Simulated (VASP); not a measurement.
A run of VASP 6.6.1:

File INCAR:

```
PREC = Accurate
ENCUT = 520
EDIFF = 1E-6
ISMEAR = 0
SIGMA = 0.02
LREAL = F
LASPH = T
NELM = 100
ALGO = Normal
ISIF = 2
LWAVE = F
LCHARG = F
GGA = PE
NBANDS = 36
```

File KPOINTS:

```
regular mesh
0
Gamma
  12 12 2
```

The input POSCAR:

```
Al2BP3
1.0
    3.6523292651      0.0000000000      0.0000000000
   -1.8261646326      3.1630099266      0.0000000000
    0.0000000000      0.0000000000     18.4960253683
Al B P
4 2 6
Direct
    0.3333333333      0.6666666667      0.0123320865
    0.3333333333      0.6666666667      0.3343466490
    0.3333333333      0.6666666667      0.6561561127
    0.6666666667      0.3333333333      0.8341265369
    0.6666666667      0.3333333333      0.1756303381
    0.6666666667      0.3333333333      0.4975690317
    0.3333333333      0.6666666667      0.1418082887
    0.3333333333      0.6666666667      0.4637284980
    0.3333333333      0.6666666667      0.7837553650
    0.6666666667      0.3333333333      0.2833817075
    0.6666666667      0.3333333333      0.6053067913
    0.6666666667      0.3333333333      0.9618586147
```

Potentials or basis: VASP PAW PBE potentials, release 64 (Al, B, P).

Run with:

```console
$ cat potpaw_PBE.64/Al/POTCAR potpaw_PBE.64/B/POTCAR potpaw_PBE.64/P/POTCAR > POTCAR
$ mpirun -np 1 vasp_std > vasp.out
```

Hardware: 1 thread of Intel(R) Xeon(R) 6975P-C (Granite Rapids) (shared host).

Question: How long does it take, and how much memory?

Answer: It took 3.1 min on 1 thread of Intel(R) Xeon(R) 6975P-C (Granite Rapids), with other jobs on the host, peak memory 0.45 GiB. Counts: scf iterations 15, k points 38.
